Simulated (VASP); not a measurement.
# BN (rocksalt type) (Fm-3m) in VASP: a series of runs

The runs below take BN (rocksalt type) through single point, with LDA.

Program: VASP 6.6.1. These are calculated values, not measurements. Logs are shortened: lines on timing, memory, paths and dates and some standing lists are left out, and cuts for length are marked.

### Step 1. The cell of the first run

Symmetry: Fm-3m, No. 225, cubic system. Conventional cell: a = 3.315 Å, b = 3.315 Å, c = 3.315 Å, α = 90.00°, β = 90.00°, γ = 90.00°. Within 2.2 Å of B (site symmetry m-3m) lie 6 N at 1.66 Å. N (site symmetry m-3m) has 6 B at 1.66 Å within 2.2 Å.

### Step 2. Single point, LDA (volume scaled by 0.88)

INCAR reads:

```
SYSTEM = BN
PREC     = Accurate       ! precision mode
ENCUT    = 600            ! plane-wave cutoff, eV
EDIFF    = 1E-6           ! SCF threshold, eV
ISMEAR   = -1             ! smearing method
SIGMA    = 0.05           ! smearing width, eV
LREAL    = .False.        ! projectors in reciprocal space
LASPH    = .True.         ! aspherical terms in the spheres
NELM     = 120            ! most SCF steps
ALGO     = Normal         ! electronic algorithm
ISIF     = 2              ! what is computed and relaxed
LWAVE    = .False.        ! write WAVECAR
LCHARG   = .False.        ! write CHGCAR
GGA      = CA             ! functional
NBANDS   = 11             ! bands
GGA_COMPAT= .False.
```

KPOINTS reads:

```
regular mesh
0
Gamma
  15 15 15
  0 0 0
```

POSCAR reads:

```
BN
1.0
    0.0000000000      1.6575481203      1.6575481203
    1.6575481203      0.0000000000      1.6575481203
    1.6575481203      1.6575481203      0.0000000000
B N
1 1
Direct
    0.0000000000      0.0000000000      0.0000000000
    0.5000000000      0.5000000000      0.5000000000
```

Potentials or basis: VASP PAW LDA potentials, release 64 (B, N).

The run is started by

```
cat potpaw_LDA.64/B/POTCAR potpaw_LDA.64/N/POTCAR > POTCAR
mpirun -np 1 vasp_std > vasp.out
```

OUTCAR:

```text
SYSTEM = BN
   PREC = Accurate
   ENCUT = 600
   EDIFF = 1E-6
   ISMEAR = -1
   LREAL = .False.
   LASPH = .True.
   NELM = 120
   ISIF = 2
   GGA = CA

 ion  position               nearest neighbor table
   1  0.000  0.000  0.000-   2 1.66   2 1.66   2 1.66   2 1.66   2 1.66   2 1.66
   2  0.500  0.500  0.500-   1 1.66   1 1.66   1 1.66   1 1.66   1 1.66   1 1.66

  LATTYP: Found a face centered cubic cell.
 ALAT       =     3.3150962406

  Lattice vectors:

 A1 = (   0.0000000000,   1.6575481203,   1.6575481203)
 A2 = (   1.6575481203,   0.0000000000,   1.6575481203)
 A3 = (   1.6575481203,   1.6575481203,   0.0000000000)

Analysis of symmetry for initial positions (statically):
=====================================================================
 Subroutine PRICEL returns:
 Original cell was already a primitive cell.

 Routine SETGRP: Setting up the symmetry group for a
 face centered cubic supercell.

 Subroutine GETGRP returns: Found 48 space group operations
 (whereof 48 operations were pure point group operations)
 out of a pool of 48 trial point group operations.

The static configuration has the point symmetry O_h .

Analysis of symmetry for dynamics (positions and initial velocities):
=====================================================================
 Subroutine PRICEL returns:
 Original cell was already a primitive cell.

 Routine SETGRP: Setting up the symmetry group for a
 face centered cubic supercell.

 Subroutine GETGRP returns: Found 48 space group operations
 (whereof 48 operations were pure point group operations)
 out of a pool of 48 trial point group operations.

The dynamic configuration has the point symmetry O_h .

 Subroutine INISYM returns: Found 48 space group operations
 (whereof 48 operations are pure point group operations),
 and found     1 'primitive' translations

----------------------------------------------------------------------------------------

                                     Primitive cell

  volume of cell :       9.1081

  direct lattice vectors                    reciprocal lattice vectors
     0.000000000  1.657548120  1.657548120    -0.301650368  0.301650368  0.301650368
     1.657548120  0.000000000  1.657548120     0.301650368 -0.301650368  0.301650368
     1.657548120  1.657548120  0.000000000     0.301650368  0.301650368 -0.301650368

  length of vectors
[... 82 lines left out ...]
   EDIFF  = 0.1E-05   stopping-criterion for ELM
   LREAL  =      F    real-space projection
   EDIFFG = 0.1E-04   stopping-criterion for IOM
   NSW    =      0    number of steps for IOM
   IBRION =     -1    ionic relax: 0-MD 1-quasi-New 2-CG
   NFREE  =      0    steps in history (QN), initial steepest desc. (CG)
   ISIF   =      2    stress and relaxation
   ISYM   =      2    0-nonsym 1-usesym 2-fastsym
   POTIM  = 0.5000    time-step for ionic-motion
   TEBEG  =    0.0;   TEEND  =   0.0 temperature during run
   PSTRESS=    0.0 pullay stress
   NELECT =       8.0000    total number of electrons
   NUPDOWN=      -1.0000    fix difference up-down
   EMIN   =  10.00;   EMAX   =-10.00  energy-range for DOS
   EFERMI =   0.00;   METHOD = LEGACY
   ISMEAR =    -1;   SIGMA  =   0.05  broadening in eV -4-tet -1-fermi 0-gaus
   EFERMI_NEDOS =   21; number of points for ismear=-14 and -15
   IALGO  =     38    algorithm
   IMIX   =      4    mixing-type and parameters
     AMIX     =   0.40;   BMIX     =  1.00
     AMIX_MAG =   1.60;   BMIX_MAG =  1.00
  volume/ion in A,a.u.               =       4.55        30.73
  Fermi-wavevector in a.u.,A,eV,Ry     =   1.567817  2.962744 33.443800  2.458050
  Thomas-Fermi vector in A             =   2.669940
   LORBIT       =      0    0 simple, 1 ext, 2 COOP (PROOUT), +10 PAW based schemes
   GGA     = CA    functional components
   LHFCALC =     F    Hartree Fock is set to
   AEXX    =    0.0000 exact exchange contribution
   IVDW    =     0    specifies the selected vdW correction
   LEPSILON=     F    determine dielectric tensor
   LRPA    =     F    only Hartree local field effects (RPA)
 non-spin polarized calculation
  energy-cutoff  :      600.00
  volume of cell :        9.11
 maximum number of plane-waves:       318
   NGX =  9   NGY =  9   NGZ =  9

 number of electron       7.9999999 magnetization

 Free energy of the ion-electron system (eV)
  ---------------------------------------------------
  ext. energy  EPLUGINS =         0.00000000
  ---------------------------------------------------
  free energy    TOTEN  =       -15.74192066 eV

  energy without entropy =      -15.74192066  energy(sigma->0) =      -15.74192066

 E-fermi :  13.8377     XC(G=0): -14.6974

 val. band max:       12.8443500444   @ k =  -0.2000   0.1333   0.0000
 cond. band min:      15.5180888671   @ k =   0.4667   0.4667   0.0000
 fundamental gap:      2.6737388226
 Fermi energy:        13.8376866249

 k-point     1 :       0.0000    0.0000    0.0000
  band No.  band energies     occupation
      1     -11.7757      2.00000
      2      11.8283      2.00000
      3      11.8283      2.00000
      4      11.8283      2.00000
      5      25.8973      0.00000
      6      26.3678      0.00000
      7      26.3678      0.00000
      8      26.3678      0.00000
      9      32.3092      0.00000
     10      32.3092      0.00000
     11      32.3092      0.00000
[... 309 lines left out ...]
 k-point    24 :       0.2000    0.1333    0.0000
  band No.  band energies     occupation
      1     -10.5325      2.00000
      2       9.1309      2.00000
      3      10.0932      2.00000
      4      11.3905      2.00000
      5      20.3084      0.00000
      6      25.8746      0.00000
      7      26.1641      0.00000
      8      27.4618      0.00000
      9      27.9792      0.00000
     10      37.3333      0.00000
     11      37.6447      0.00000

 [... further k-points ...]
[... 5 lines left out ...]
  --------------------------------------------------------------------------------------
  -------------------------------------------------------------------------------------
  Total        3.9273685      3.9273685      3.9273685      0.0000000      0.0000000      0.0000000
  in kB      690.8500712    690.8500712    690.8500712      0.0000000      0.0000000      0.0000000
  external PRESSURE =     690.8500712 kB  Pullay stress =       0.0000000 kB

 VOLUME and BASIS-vectors are now :
 -----------------------------------------------------------------------------
  energy-cutoff  :      600.00
  volume of cell :        9.11
      direct lattice vectors                 reciprocal lattice vectors
     0.000000000  1.657548120  1.657548120    -0.301650368  0.301650368  0.301650368
     1.657548120  0.000000000  1.657548120     0.301650368 -0.301650368  0.301650368
     1.657548120  1.657548120  0.000000000     0.301650368  0.301650368 -0.301650368

 POSITION                                       TOTAL-FORCE (eV/Angst)
 -----------------------------------------------------------------------------------
      0.00000      0.00000      0.00000        -0.000000      0.000000     -0.000000
      1.65755      1.65755      1.65755         0.000000     -0.000000      0.000000
 -----------------------------------------------------------------------------------
    total drift:                                0.000000      0.000000      0.000000

  FREE ENERGIE OF THE ION-ELECTRON SYSTEM (eV)
  ---------------------------------------------------
  free  energy   TOTEN  =       -15.7419206641 eV

  energy  without entropy=      -15.7419206641  energy(sigma->0) =      -15.74192066
```

stdout:

```text
POSCAR found type information on POSCAR B N
 POSCAR found :  2 types and       2 ions
 scaLAPACK will be used
 LDA part: xc-table for (Slater(with rela. corr.)+CA(PZ))
 , standard interpolation
 POSCAR, INCAR and KPOINTS ok, starting setup
 FFT: planning ... GRIDC
 FFT: planning ... GRID_SOFT
 FFT: planning ... GRID
 WAVECAR not read
 entering main loop
```

It took 5 s on 1 thread of Intel Xeon 6975P-C (Granite Rapids), shared host; peak memory 0.12 GiB.

Results:

- Free energy: -15.7419 eV
- Pressure: 69.1 GPa
- Band gap on the k mesh: 2.67 eV, indirect (least direct gap 6.35 eV)

Levels at points of the mesh, in eV from the valence-band top:
| k point | band 2 | band 3 | band 4 | band 5 | band 6 | band 7 |
| --- | --- | --- | --- | --- | --- | --- |
| (0.00, 0.00, 0.00) | -1.02 | -1.02 | -1.02 | 13.05 | 13.52 | 13.52 |

 A k mesh can miss the band edges.

### Step 3. Single point, LDA (volume scaled by 0.88)

INCAR reads:

```
SYSTEM = BN
PREC     = Accurate       ! precision mode
ENCUT    = 600            ! plane-wave cutoff, eV
EDIFF    = 1E-6           ! SCF threshold, eV
ISMEAR   = -1             ! smearing method
SIGMA    = 0.05           ! smearing width, eV
LREAL    = .FALSE.        ! projectors in reciprocal space
LASPH    = .TRUE.         ! aspherical terms in the spheres
NELM     = 120            ! most SCF steps
ALGO     = Normal         ! electronic algorithm
ISIF     = 2              ! what is computed and relaxed
LWAVE    = .FALSE.        ! write WAVECAR
LCHARG   = .FALSE.        ! write CHGCAR
NBANDS   = 11             ! bands
GGA_COMPAT= .FALSE.
```

KPOINTS reads:

```
regular mesh
0
G
  15 15 15
  0 0 0
```

POSCAR is that of step 2.

Potentials or basis: VASP PAW LDA potentials, release 64 (B, N).

The run is started by

```
cat potpaw_LDA.64/B/POTCAR potpaw_LDA.64/N/POTCAR > POTCAR
mpirun -np 1 vasp_std > vasp.out
```

It took 5 s on 1 thread of Intel Xeon 6975P-C (Granite Rapids), shared host; peak memory 0.12 GiB.

The run converged. Its results:

```
Free energy            : -15.7419 eV
Pressure               : 69.1 GPa
Band gap on the k mesh : 2.67 eV, indirect (least direct gap 6.35 eV)
```

Levels at points of the mesh, in eV from the valence-band top:
```tsv
k point	band 1	band 2	band 3	band 4	band 5	band 6	band 7	band 8
(0.00, 0.00, 0.00)	-24.62	-1.02	-1.02	-1.02	13.05	13.52	13.52	13.52
```

### Step 4. Single point, LDA (volume scaled by 0.94)

INCAR reads:

```
SYSTEM = BN
PREC = Accurate
ENCUT = 600
EDIFF = 1E-6
ISMEAR = -1
SIGMA = 0.05
LREAL = .FALSE.
LASPH = .TRUE.
NELM = 120
ALGO = Normal
ISIF = 2
LWAVE = .FALSE.
LCHARG = .FALSE.
NBANDS = 11
GGA_COMPAT = .FALSE.
```

KPOINTS is that of step 3.

POSCAR reads:

```
BN
1.0
    0.0000000000      1.6943945236      1.6943945236
    1.6943945236      0.0000000000      1.6943945236
    1.6943945236      1.6943945236      0.0000000000
B N
1 1
Direct
    0.0000000000      0.0000000000      0.0000000000
    0.5000000000      0.5000000000      0.5000000000
```

Potentials or basis: VASP PAW LDA potentials, release 64 (B, N).

The run is started by

```
cat potpaw_LDA.64/B/POTCAR potpaw_LDA.64/N/POTCAR > POTCAR
mpirun -np 1 vasp_std > vasp.out
```

OUTCAR:

```text
SYSTEM = BN
   PREC = Accurate
   ENCUT = 600
   EDIFF = 1E-6
   ISMEAR = -1
   LREAL = .FALSE.
   LASPH = .TRUE.
   NELM = 120
   ISIF = 2

 ion  position               nearest neighbor table
   1  0.000  0.000  0.000-   2 1.69   2 1.69   2 1.69   2 1.69   2 1.69   2 1.69
   2  0.500  0.500  0.500-   1 1.69   1 1.69   1 1.69   1 1.69   1 1.69   1 1.69

  LATTYP: Found a face centered cubic cell.
 ALAT       =     3.3887890472

  Lattice vectors:

 A1 = (   0.0000000000,   1.6943945236,   1.6943945236)
 A2 = (   1.6943945236,   0.0000000000,   1.6943945236)
 A3 = (   1.6943945236,   1.6943945236,   0.0000000000)

Analysis of symmetry for initial positions (statically):
=====================================================================
 Subroutine PRICEL returns:
 Original cell was already a primitive cell.

 Routine SETGRP: Setting up the symmetry group for a
 face centered cubic supercell.

 Subroutine GETGRP returns: Found 48 space group operations
 (whereof 48 operations were pure point group operations)
 out of a pool of 48 trial point group operations.

The static configuration has the point symmetry O_h .

Analysis of symmetry for dynamics (positions and initial velocities):
=====================================================================
 Subroutine PRICEL returns:
 Original cell was already a primitive cell.

 Routine SETGRP: Setting up the symmetry group for a
 face centered cubic supercell.

 Subroutine GETGRP returns: Found 48 space group operations
 (whereof 48 operations were pure point group operations)
 out of a pool of 48 trial point group operations.

The dynamic configuration has the point symmetry O_h .

 Subroutine INISYM returns: Found 48 space group operations
 (whereof 48 operations are pure point group operations),
 and found     1 'primitive' translations

----------------------------------------------------------------------------------------

                                     Primitive cell

[... 112 lines left out ...]
  Fermi-wavevector in a.u.,A,eV,Ry     =   1.533723  2.898316 32.005073  2.352307
  Thomas-Fermi vector in A             =   2.640751
   LORBIT       =      0    0 simple, 1 ext, 2 COOP (PROOUT), +10 PAW based schemes
   GGA     = CA    functional components
   LHFCALC =     F    Hartree Fock is set to
   AEXX    =    0.0000 exact exchange contribution
   IVDW    =     0    specifies the selected vdW correction
   LEPSILON=     F    determine dielectric tensor
   LRPA    =     F    only Hartree local field effects (RPA)
 non-spin polarized calculation
  energy-cutoff  :      600.00
  volume of cell :        9.73
 maximum number of plane-waves:       334
   NGX =  9   NGY =  9   NGZ =  9

 number of electron       8.0000000 magnetization

 Free energy of the ion-electron system (eV)
  ---------------------------------------------------
  ext. energy  EPLUGINS =         0.00000000
  ---------------------------------------------------
  free energy    TOTEN  =       -15.93186750 eV

  energy without entropy =      -15.93186750  energy(sigma->0) =      -15.93186750

 E-fermi :  12.7469     XC(G=0): -14.3629

 val. band max:       11.7943567432   @ k =  -0.2000   0.1333   0.0000
 cond. band min:      13.9112895602   @ k =   0.4667   0.4667   0.0000
 fundamental gap:      2.1169328170
 Fermi energy:        12.7468840871

 k-point     1 :       0.0000    0.0000    0.0000
  band No.  band energies     occupation
      1     -11.8383      2.00000
      2      10.8219      2.00000
      3      10.8219      2.00000
      4      10.8219      2.00000
      5      23.2558      0.00000
      6      24.6016      0.00000
      7      24.6016      0.00000
      8      24.6016      0.00000
      9      30.8678      0.00000
     10      30.8678      0.00000
     11      30.8678      0.00000
[... 309 lines left out ...]
 k-point    24 :       0.2000    0.1333    0.0000
  band No.  band energies     occupation
      1     -10.6472      2.00000
      2       8.2404      2.00000
      3       9.2159      2.00000
      4      10.3437      2.00000
      5      18.9251      0.00000
      6      23.9591      0.00000
      7      24.4235      0.00000
      8      25.2222      0.00000
      9      26.6029      0.00000
     10      35.5953      0.00000
     11      35.8930      0.00000

 [... further k-points ...]
[... 5 lines left out ...]
  --------------------------------------------------------------------------------------
  -------------------------------------------------------------------------------------
  Total        1.8186625      1.8186625      1.8186625     -0.0000000     -0.0000000      0.0000000
  in kB      299.4946568    299.4946568    299.4946568     -0.0000000     -0.0000000      0.0000000
  external PRESSURE =     299.4946568 kB  Pullay stress =       0.0000000 kB

 VOLUME and BASIS-vectors are now :
 -----------------------------------------------------------------------------
  energy-cutoff  :      600.00
  volume of cell :        9.73
      direct lattice vectors                 reciprocal lattice vectors
     0.000000000  1.694394524  1.694394524    -0.295090661  0.295090661  0.295090661
     1.694394524  0.000000000  1.694394524     0.295090661 -0.295090661  0.295090661
     1.694394524  1.694394524  0.000000000     0.295090661  0.295090661 -0.295090661

 POSITION                                       TOTAL-FORCE (eV/Angst)
 -----------------------------------------------------------------------------------
      0.00000      0.00000      0.00000        -0.000000     -0.000000     -0.000000
      1.69439      1.69439      1.69439         0.000000      0.000000      0.000000
 -----------------------------------------------------------------------------------
    total drift:                                0.000000      0.000000      0.000000

  FREE ENERGIE OF THE ION-ELECTRON SYSTEM (eV)
  ---------------------------------------------------
  free  energy   TOTEN  =       -15.9318675016 eV

  energy  without entropy=      -15.9318675015  energy(sigma->0) =      -15.93186750
```

OSZICAR:

```text
N       E                     dE             d eps       ncg     rms          rms(c)
DAV:   1     0.114578850333E+02    0.11458E+02   -0.54928E+03  2736   0.817E+02
DAV:   2    -0.164511870252E+02   -0.27909E+02   -0.26761E+02  3158   0.158E+02
DAV:   3    -0.168836682835E+02   -0.43248E+00   -0.43131E+00  3116   0.163E+01
DAV:   4    -0.168839912524E+02   -0.32297E-03   -0.32296E-03  2892   0.532E-01
DAV:   5    -0.168839913854E+02   -0.13300E-06   -0.13296E-06  3060   0.114E-02    0.646E+00
DAV:   6    -0.159527238068E+02    0.93127E+00   -0.43001E+00  2757   0.110E+01    0.247E+00
DAV:   7    -0.159382041469E+02    0.14520E-01   -0.62533E-02  3015   0.221E+00    0.158E+00
DAV:   8    -0.159320600141E+02    0.61441E-02   -0.42175E-03  2763   0.534E-01    0.226E-01
DAV:   9    -0.159318759327E+02    0.18408E-03   -0.43157E-04  2883   0.122E-01    0.726E-02
DAV:  10    -0.159318676124E+02    0.83203E-05   -0.23116E-05  2889   0.318E-02    0.122E-02
DAV:  11    -0.159318675016E+02    0.11081E-06   -0.28875E-07  1569   0.506E-03
   1 F= -.15931868E+02 E0= -.15931868E+02  d E =-.827347E-10
```

stdout:

```text
POSCAR found type information on POSCAR B N
 POSCAR found :  2 types and       2 ions
 scaLAPACK will be used
 LDA part: xc-table for (Slater(with rela. corr.)+CA(PZ))
 , standard interpolation
 POSCAR, INCAR and KPOINTS ok, starting setup
 FFT: planning ... GRIDC
 FFT: planning ... GRID_SOFT
 FFT: planning ... GRID
 WAVECAR not read
 entering main loop
```

Wall time 5.1 s (1 thread of Intel Xeon 6975P-C (Granite Rapids), shared host); peak memory 0.12 GiB.

What came out:

- Free energy: -15.9319 eV
- Pressure: 29.9 GPa
- Band gap on the k mesh: 2.12 eV, indirect (least direct gap 6.11 eV)

 A k mesh can miss the band edges.

(Part 1 of 2 ends here.)
